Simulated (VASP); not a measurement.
# Sb (Pm-3m) in VASP: further runs

Sb is run at these levels: LDA; tasks: single point.

Program: VASP 6.6.1. These are calculated values, not measurements. Logs are shortened: lines on timing, memory, paths and dates and some standing lists are left out, and cuts for length are marked.

### 1 The cell of the first run

The structure is cubic, space group Pm-3m (No. 221). The conventional cell has a = 3.083 Å, b = 3.083 Å, c = 3.083 Å, α = 90.00°, β = 90.00°, γ = 90.00°. Sb (site symmetry m-3m) has 6 Sb at 3.08 Å within 4.1 Å.

### 2 Single point, LDA

File INCAR:

```
  PREC = Accurate
  ENCUT = 520
  EDIFF = 1E-6
  ISMEAR = 0
  SIGMA = 0.1
  LREAL = False
  LASPH = True
  NELM = 60
  ALGO = Normal
  ISIF = 2
  LWAVE = False
  LCHARG = False
  GGA = CA
  NBANDS = 8
```

File KPOINTS:

```
regular mesh
0
Gamma
  6 6 6
```

File POSCAR:

```
Sb
1.0
    3.0833436100      0.0000000000      0.0000000000
    0.0000000000      3.0833436100      0.0000000000
    0.0000000000      0.0000000000      3.0833436100
Sb
1
Direct
    0.0000000000      0.0000000000      0.0000000000
```

Potentials or basis: VASP PAW LDA potentials, release 64 (Sb).

Started as:

```
$ cat potpaw_LDA.64/Sb/POTCAR > POTCAR
$ mpirun -np 1 vasp_std > vasp.out
```

OUTCAR:

```text
PREC = Accurate
   ENCUT = 520
   EDIFF = 1E-6
   ISMEAR = 0
   LREAL = False
   LASPH = True
   NELM = 60
   ISIF = 2
   GGA = CA

 ion  position               nearest neighbor table
   1  0.000  0.000  0.000-

  LATTYP: Found a simple cubic cell.
 ALAT       =     3.0833436100

  Lattice vectors:

 A1 = (   3.0833436100,   0.0000000000,   0.0000000000)
 A2 = (   0.0000000000,   3.0833436100,   0.0000000000)
 A3 = (   0.0000000000,   0.0000000000,   3.0833436100)

Analysis of symmetry for initial positions (statically):
=====================================================================
 Subroutine PRICEL returns:
 Original cell was already a primitive cell.

 Routine SETGRP: Setting up the symmetry group for a
 simple cubic supercell.

 Subroutine GETGRP returns: Found 48 space group operations
 (whereof 48 operations were pure point group operations)
 out of a pool of 48 trial point group operations.

The static configuration has the point symmetry O_h .

Analysis of symmetry for dynamics (positions and initial velocities):
=====================================================================
 Subroutine PRICEL returns:
 Original cell was already a primitive cell.

 Routine SETGRP: Setting up the symmetry group for a
 simple cubic supercell.

 Subroutine GETGRP returns: Found 48 space group operations
 (whereof 48 operations were pure point group operations)
 out of a pool of 48 trial point group operations.

The dynamic configuration has the point symmetry O_h .

 Subroutine INISYM returns: Found 48 space group operations
 (whereof 48 operations are pure point group operations),
 and found     1 'primitive' translations

----------------------------------------------------------------------------------------

                                     Primitive cell

  volume of cell :      29.3134

  direct lattice vectors                    reciprocal lattice vectors
     3.083343610  0.000000000  0.000000000     0.324323243  0.000000000  0.000000000
     0.000000000  3.083343610  0.000000000     0.000000000  0.324323243  0.000000000
     0.000000000  0.000000000  3.083343610     0.000000000  0.000000000  0.324323243

  length of vectors
     3.083343610  3.083343610  3.083343610     0.324323243  0.324323243  0.324323243

  position of ions in fractional coordinates (direct lattice)
     0.000000000  0.000000000  0.000000000

  ion indices of the primitive-cell ions
   primitive index   ion index
                 1           1

----------------------------------------------------------------------------------------

 KPOINTS: regular mesh

Automatic generation of k-mesh.
 Grid dimensions read from file:
 generate k-points for:    6    6    6

 Generating k-lattice:

  Cartesian coordinates                     Fractional coordinates (reciprocal lattice)
     0.054053874  0.000000000  0.000000000     0.166666667  0.000000000  0.000000000
     0.000000000  0.054053874  0.000000000     0.000000000  0.166666667  0.000000000
     0.000000000  0.000000000  0.054053874     0.000000000  0.000000000  0.166666667

  Length of vectors
     0.054053874  0.054053874  0.054053874

  Shift w.r.t. Gamma in fractional coordinates (k-lattice)
     0.000000000  0.000000000  0.000000000

 Subroutine IBZKPT returns following result:
 ===========================================

 Found     20 irreducible k-points:

 Following reciprocal coordinates:
            Coordinates               Weight
  0.000000  0.000000  0.000000      1.000000
  0.166667  0.000000  0.000000      6.000000
  0.333333  0.000000  0.000000      6.000000
  0.500000  0.000000  0.000000      3.000000
  0.166667  0.166667  0.000000     12.000000
  0.333333  0.166667  0.000000     24.000000
[... 12 lines left out ...]
  0.500000  0.500000  0.333333      6.000000
  0.500000  0.500000  0.500000      1.000000
   k-points           NKPTS =     20   k-points in BZ     NKDIM =     20   number of bands    NBANDS=      8
   number of dos      NEDOS =    301   number of ions     NIONS =      1
   total plane-waves  NPLWV =  13824
   dimension x,y,z NGX =    24 NGY =   24 NGZ =   24
   dimension x,y,z NGXF=    48 NGYF=   48 NGZF=   48
   ions per type =               1
   NGX,Y,Z   is equivalent  to a cutoff of  12.94, 12.94, 12.94 a.u.
   NGXF,Y,Z  is equivalent  to a cutoff of  25.88, 25.88, 25.88 a.u.
 SYSTEM =  unknown system
   PREC   = accura    normal or accurate (medium, high low for compatibility)
   ISTART =      0    job   : 0-new  1-cont  2-samecut
   ICHARG =      2    charge: 1-file 2-atom 10-const
   ISPIN  =      1    spin polarized calculation?
   LNONCOLLINEAR =      F non collinear calculations
   LSORBIT =      F    spin-orbit coupling
   LASPH  =      T    aspherical Exc in radial PAW
   ENCUT  =  520.0 eV  38.22 Ry    6.18 a.u.   5.73  5.73  5.73*2*pi/ulx,y,z
   NELM   =     60;   NELMIN=  2; NELMDL= -5     # of ELM steps
   EDIFF  = 0.1E-05   stopping-criterion for ELM
   LREAL  =      F    real-space projection
   EDIFFG = 0.1E-04   stopping-criterion for IOM
   NSW    =      0    number of steps for IOM
   IBRION =     -1    ionic relax: 0-MD 1-quasi-New 2-CG
   NFREE  =      0    steps in history (QN), initial steepest desc. (CG)
   ISIF   =      2    stress and relaxation
   ISYM   =      2    0-nonsym 1-usesym 2-fastsym
   POTIM  = 0.5000    time-step for ionic-motion
   TEBEG  =    0.0;   TEEND  =   0.0 temperature during run
   PSTRESS=    0.0 pullay stress
   NELECT =       5.0000    total number of electrons
   NUPDOWN=      -1.0000    fix difference up-down
   EMIN   =  10.00;   EMAX   =-10.00  energy-range for DOS
   EFERMI =   0.00;   METHOD = LEGACY
   ISMEAR =     0;   SIGMA  =   0.10  broadening in eV -4-tet -1-fermi 0-gaus
   EFERMI_NEDOS =   21; number of points for ismear=-14 and -15
   IALGO  =     38    algorithm
   IMIX   =      4    mixing-type and parameters
     AMIX     =   0.40;   BMIX     =  1.00
     AMIX_MAG =   1.60;   BMIX_MAG =  1.00
  volume/ion in A,a.u.               =      29.31       197.82
  Fermi-wavevector in a.u.,A,eV,Ry     =   0.907910  1.715702 11.215296  0.824301
  Thomas-Fermi vector in A             =   2.031774
   LORBIT       =      0    0 simple, 1 ext, 2 COOP (PROOUT), +10 PAW based schemes
   GGA     = CA    functional components
   LHFCALC =     F    Hartree Fock is set to
   AEXX    =    0.0000 exact exchange contribution
   IVDW    =     0    specifies the selected vdW correction
   LEPSILON=     F    determine dielectric tensor
   LRPA    =     F    only Hartree local field effects (RPA)
 non-spin polarized calculation
 Gauss-broadening in eV      SIGMA  =   0.10
  energy-cutoff  :      520.00
  volume of cell :       29.31
 maximum number of plane-waves:       840
 NGX is ok and might be reduce to    24
   NGX = 11   NGY = 11   NGZ = 11

 number of electron       4.9999999 magnetization

 Free energy of the ion-electron system (eV)
  ---------------------------------------------------
  ext. energy  EPLUGINS =         0.00000000
  ---------------------------------------------------
  free energy    TOTEN  =        -4.80831674 eV

  energy without entropy =       -4.80218635  energy(sigma->0) =       -4.80525154

 E-fermi :   7.4757     XC(G=0):  -9.8704

 val. band max:        7.4605544415   @ k =   0.1667   0.1667   0.0000
 cond. band min:       7.4907854743   @ k =   0.5000   0.3333   0.3333
 fundamental gap:      0.0302310328
 Fermi energy:         7.4756783521

 k-point     1 :       0.0000    0.0000    0.0000
  band No.  band energies     occupation
      1      -5.3099      2.00000
      2      10.4987      0.00000
      3      10.4987      0.00000
      4      10.4987      0.00000
      5      14.1394      0.00000
      6      14.1394      0.00000
      7      15.5217      0.00000
      8      23.8397      0.00000

 k-point     2 :       0.1667    0.0000    0.0000
  band No.  band energies     occupation
      1      -4.9049      2.00000
      2       7.2253      1.99960
      3      10.8915      0.00000
      4      10.8915      0.00000
      5      14.4494      0.00000
      6      15.2855      0.00000
      7      18.4256      0.00000
      8      22.0923      0.00000

 k-point     3 :       0.3333    0.0000    0.0000
  band No.  band energies     occupation
      1      -3.7884      2.00000
      2       3.4338      2.00000
      3      11.8696      0.00000
      4      11.8696      0.00000
      5      15.3255      0.00000
      6      16.3950      0.00000
      7      19.6718      0.00000
      8      19.6718      0.00000

 k-point     4 :       0.5000    0.0000    0.0000
  band No.  band energies     occupation
      1      -2.8394      2.00000
      2       1.5458      2.00000
      3      12.5400      0.00000
      4      12.5400      0.00000
      5      16.1400      0.00000
      6      17.8335      0.00000
      7      18.4784      0.00000
      8      18.4784      0.00000

 k-point     5 :       0.1667    0.1667    0.0000
  band No.  band energies     occupation
      1      -4.4995      2.00000
      2       7.4606      1.16936
      3       7.7835      0.00001
      4      11.2858      0.00000
      5      15.1526      0.00000
      6      18.1675      0.00000
      7      18.3626      0.00000
      8      19.9908      0.00000
[... 133 lines left out ...]
 k-point    18 :       0.5000    0.3333    0.3333
  band No.  band energies     occupation
      1       0.3258      2.00000
      2       4.2564      2.00000
      3       6.6214      2.00000
      4       7.4908      0.83082
      5      11.9217      0.00000
      6      12.7800      0.00000
      7      14.8720      0.00000
      8      17.8732      0.00000

 k-point    19 :       0.5000    0.5000    0.3333
  band No.  band energies     occupation
      1       1.4326      2.00000
      2       4.9395      2.00000
      3       4.9395      2.00000
      4       7.8233      0.00000
      5      10.8490      0.00000
      6      13.4243      0.00000
      7      13.4243      0.00000
      8      16.0901      0.00000

 k-point    20 :       0.5000    0.5000    0.5000
  band No.  band energies     occupation
      1       2.6978      2.00000
      2       5.5828      2.00000
      3       5.5828      2.00000
      4       5.5828      2.00000
      5      12.0456      0.00000
      6      12.0456      0.00000
      7      12.0456      0.00000
      8      14.0901      0.00000

------------------------ aborting loop because EDIFF is reached ----------------------------------------

  FORCE on cell =-STRESS in cart. coord.  units (eV):
  Direction    XX          YY          ZZ          XY          YZ          ZX
  --------------------------------------------------------------------------------------
  -------------------------------------------------------------------------------------
  Total       -0.3247496     -0.3247496     -0.3247496      0.0000000      0.0000000      0.0000000
  in kB      -17.7497978    -17.7497978    -17.7497978      0.0000000      0.0000000      0.0000000
  external PRESSURE =     -17.7497978 kB  Pullay stress =       0.0000000 kB

 VOLUME and BASIS-vectors are now :
 -----------------------------------------------------------------------------
  energy-cutoff  :      520.00
  volume of cell :       29.31
      direct lattice vectors                 reciprocal lattice vectors
     3.083343610  0.000000000  0.000000000     0.324323243  0.000000000  0.000000000
     0.000000000  3.083343610  0.000000000     0.000000000  0.324323243  0.000000000
     0.000000000  0.000000000  3.083343610     0.000000000  0.000000000  0.324323243

 POSITION                                       TOTAL-FORCE (eV/Angst)
 -----------------------------------------------------------------------------------
      0.00000      0.00000      0.00000         0.000000      0.000000      0.000000
 -----------------------------------------------------------------------------------
    total drift:                               -0.000000      0.000000      0.000000

  FREE ENERGIE OF THE ION-ELECTRON SYSTEM (eV)
  ---------------------------------------------------
  free  energy   TOTEN  =        -4.8083167397 eV

  energy  without entropy=       -4.8021863469  energy(sigma->0) =       -4.80525154
```

Run time: 3.3 s. Hardware: 1 thread of Intel Xeon 6975P-C, shared host; peak memory 0.12 GiB.

Results:

```yaml
Free_energy: -4.8083 eV
Pressure: -1.8 GPa
```

Caveat: spin-orbit coupling is left out, which moves the levels of the heavy elements.

### 3 Single point, LDA

This run uses another cell than the first one, of 28.10 Å³/atom, 0.959 times its volume.

File INCAR:

```
SYSTEM = Sb
PREC     = Accurate       ! precision mode
ENCUT    = 520            ! plane-wave cutoff, eV
EDIFF    = 1E-7           ! SCF threshold, eV
ISMEAR   = 0              ! smearing method
SIGMA    = 0.1            ! smearing width, eV
LREAL    = .FALSE.        ! projectors in reciprocal space
LASPH    = .TRUE.         ! aspherical terms in the spheres
NELM     = 60             ! most SCF steps
ALGO     = Normal         ! electronic algorithm
ISIF     = 2              ! what is computed and relaxed
LWAVE    = .FALSE.        ! write WAVECAR
LCHARG   = .FALSE.        ! write CHGCAR
NBANDS   = 8              ! bands
```

File KPOINTS:

```
Automatic mesh
0
G
  20 20 20
  0 0 0
```

File POSCAR:

```
Sb
1.0
    3.0403735639      0.0000000000      0.0000000000
    0.0000000000      3.0403735639      0.0000000000
    0.0000000000      0.0000000000      3.0403735639
Sb
1
Direct
    0.0000000000      0.0000000000      0.0000000000
```

Potentials or basis: VASP PAW LDA potentials, release 64 (Sb).

Started as:

```
$ cat potpaw_LDA.64/Sb/POTCAR > POTCAR
$ mpirun -np 1 vasp_std > vasp.out
```

It took 34 s on 1 thread of Intel Xeon 6975P-C, shared host; peak memory 0.17 GiB.

The run converged. Its results:

```yaml
Free_energy: -4.7938 eV
Pressure: 0.2 GPa
```

Levels at points of the mesh, in eV from the Fermi level:
| k point | band 1 | band 2 | band 3 | band 4 | band 5 | band 6 | band 7 |
| --- | --- | --- | --- | --- | --- | --- | --- |
| (0.00, 0.00, 0.00) | -12.90 | 3.35 | 3.35 | 3.35 | 6.93 | 6.93 | 8.54 |
| (0.50, 0.00, 0.00) | -10.27 | -6.00 | 5.54 | 5.54 | 8.99 | 10.70 | 11.34 |
| (0.50, 0.50, 0.00) | -7.46 | -3.82 | -3.82 | 1.96 | 7.79 | 12.86 | 13.09 |
| (0.50, 0.50, 0.50) | -4.30 | -1.76 | -1.76 | -1.76 | 4.74 | 4.74 | 4.74 |

Caveat: spin-orbit coupling is left out, which moves the levels of the heavy elements.

### 4 Single point, LDA

This run uses another cell than the first one, of 28.15 Å³/atom, 0.960 times its volume.

File INCAR:

```
SYSTEM = Sb
ALGO = Normal
EDIFF = 1E-6
ENCUT = 520
GGA = CA
ISIF = 2
ISMEAR = -1
LASPH = .TRUE.
LCHARG = .TRUE.
LELF = .TRUE.
LREAL = .FALSE.
LVHAR = .TRUE.
LWAVE = .FALSE.
NBANDS = 8
NELM = 60
PREC = Accurate
SIGMA = 0.15
```

File KPOINTS:

```
k-points
0
G
  20 20 20
  0 0 0
```

File POSCAR:

```
Sb
1.0
    3.0421775716      0.0000000000      0.0000000000
    0.0000000000      3.0421775716      0.0000000000
    0.0000000000      0.0000000000      3.0421775716
Sb
1
Direct
    0.0000000000      0.0000000000      0.0000000000
```

Potentials or basis: VASP PAW LDA potentials, release 64 (Sb).

Started as:

```
$ cat potpaw_LDA.64/Sb/POTCAR > POTCAR
$ mpirun -np 1 vasp_std > vasp.out
```

OUTCAR:

```text
SYSTEM = Sb
   EDIFF = 1E-6
   ENCUT = 520
   GGA = CA
   ISIF = 2
   ISMEAR = -1
   LASPH = .TRUE.
   LREAL = .FALSE.
   NELM = 60
   PREC = Accurate

 ion  position               nearest neighbor table
   1  0.000  0.000  0.000-

  LATTYP: Found a simple cubic cell.
 ALAT       =     3.0421775716

  Lattice vectors:

 A1 = (   3.0421775716,   0.0000000000,   0.0000000000)
 A2 = (   0.0000000000,   3.0421775716,   0.0000000000)
 A3 = (   0.0000000000,   0.0000000000,   3.0421775716)

[... 440 lines left out ...]
      7      19.9825      0.00000
      8      21.0409      0.00000

 [... further k-points ...]

------------------------ aborting loop because EDIFF is reached ----------------------------------------

  FORCE on cell =-STRESS in cart. coord.  units (eV):
  Direction    XX          YY          ZZ          XY          YZ          ZX
  --------------------------------------------------------------------------------------
  -------------------------------------------------------------------------------------
  Total        0.0403078      0.0403078      0.0403078      0.0000000     -0.0000000      0.0000000
  in kB        2.2937487      2.2937487      2.2937487      0.0000000     -0.0000000      0.0000000
  external PRESSURE =       2.2937487 kB  Pullay stress =       0.0000000 kB

 VOLUME and BASIS-vectors are now :
 -----------------------------------------------------------------------------
  energy-cutoff  :      520.00
  volume of cell :       28.15
      direct lattice vectors                 reciprocal lattice vectors
     3.042177572  0.000000000  0.000000000     0.328711910  0.000000000  0.000000000
     0.000000000  3.042177572  0.000000000     0.000000000  0.328711910  0.000000000
     0.000000000  0.000000000  3.042177572     0.000000000  0.000000000  0.328711910

 POSITION                                       TOTAL-FORCE (eV/Angst)
 -----------------------------------------------------------------------------------
      0.00000      0.00000      0.00000         0.000000      0.000000      0.000000
 -----------------------------------------------------------------------------------
    total drift:                               -0.000000      0.000000      0.000000

  FREE ENERGIE OF THE ION-ELECTRON SYSTEM (eV)
  ---------------------------------------------------
  free  energy   TOTEN  =        -4.8102606413 eV

  energy  without entropy=       -4.7750459515  energy(sigma->0) =       -4.79265330
```

OSZICAR:

```text
N       E                     dE             d eps       ncg     rms          rms(c)
DAV:   1     0.525657069557E+01    0.52566E+01   -0.16633E+03  4600   0.409E+02
DAV:   2    -0.469733661228E+01   -0.99539E+01   -0.95669E+01  6712   0.542E+01
DAV:   3    -0.481593428347E+01   -0.11860E+00   -0.11817E+00  5336   0.684E+00
DAV:   4    -0.481643887843E+01   -0.50459E-03   -0.50459E-03  6880   0.542E-01
DAV:   5    -0.481644085932E+01   -0.19809E-05   -0.19804E-05  5792   0.219E-02    0.224E+00
DAV:   6    -0.481266491681E+01    0.37759E-02   -0.27080E-04  6648   0.105E-01    0.133E+00
DAV:   7    -0.481025144173E+01    0.24135E-02   -0.75445E-04  5240   0.168E-01    0.543E-02
DAV:   8    -0.481026020781E+01   -0.87661E-05   -0.17167E-05  6256   0.276E-02    0.420E-03
DAV:   9    -0.481026064133E+01   -0.43352E-06   -0.27551E-07  5184   0.366E-03
   1 F= -.48102606E+01 E0= -.47926533E+01  d E =-.352147E-01
```

stdout:

```text
POSCAR found type information on POSCAR Sb
 POSCAR found :  1 types and       1 ions
 scaLAPACK will be used
 LDA part: xc-table for (Slater(with rela. corr.)+CA(PZ))
 , standard interpolation
 POSCAR, INCAR and KPOINTS ok, starting setup
 FFT: planning ... GRIDC
 FFT: planning ... GRID_SOFT
 FFT: planning ... GRID
 WAVECAR not read
 entering main loop
```

Run time: 37 s. Hardware: 1 thread of Intel Xeon 6975P-C, shared host; peak memory 0.17 GiB.

What came out:

* Free energy: -4.8103 eV
* Pressure: 0.2 GPa

Levels at points of the mesh, in eV from the Fermi level:
```tsv
k point	band 1	band 2	band 3	band 4	band 5	band 6	band 7
(0.00, 0.00, 0.00)	-12.86	3.37	3.37	3.37	6.95	6.95	8.55
(0.50, 0.00, 0.00)	-10.24	-5.97	5.55	5.55	9.01	10.72	11.36
(0.50, 0.50, 0.00)	-7.44	-3.78	-3.78	1.99	7.79	12.87	13.11
(0.50, 0.50, 0.50)	-4.29	-1.73	-1.73	-1.73	4.77	4.77	4.77
```

Caveat: spin-orbit coupling is left out, which moves the levels of the heavy elements.

### 5 Summary

```csv
cell,k mesh,smearing,gap on the mesh (eV),pressure (GPa)
"a = 3.083 Å, 1 atom",6 × 6 × 6,gaussian 0.1 eV,none,-1.8
"a = 3.040 Å, 1 atom",20 × 20 × 20,gaussian 0.1 eV,none,0.2
"a = 3.042 Å, 1 atom",20 × 20 × 20,fermi-dirac 0.15 eV,none,0.2
```

Alike in all rows: task single point; level LDA; potentials or basis VASP PAW LDA potentials, release 64 (Sb); no spin polarisation; cutoff (eV) 520.

Caveats: spin-orbit coupling is left out, which moves the levels of the heavy elements.

Absolute energies hang on the potentials; compare differences alone.
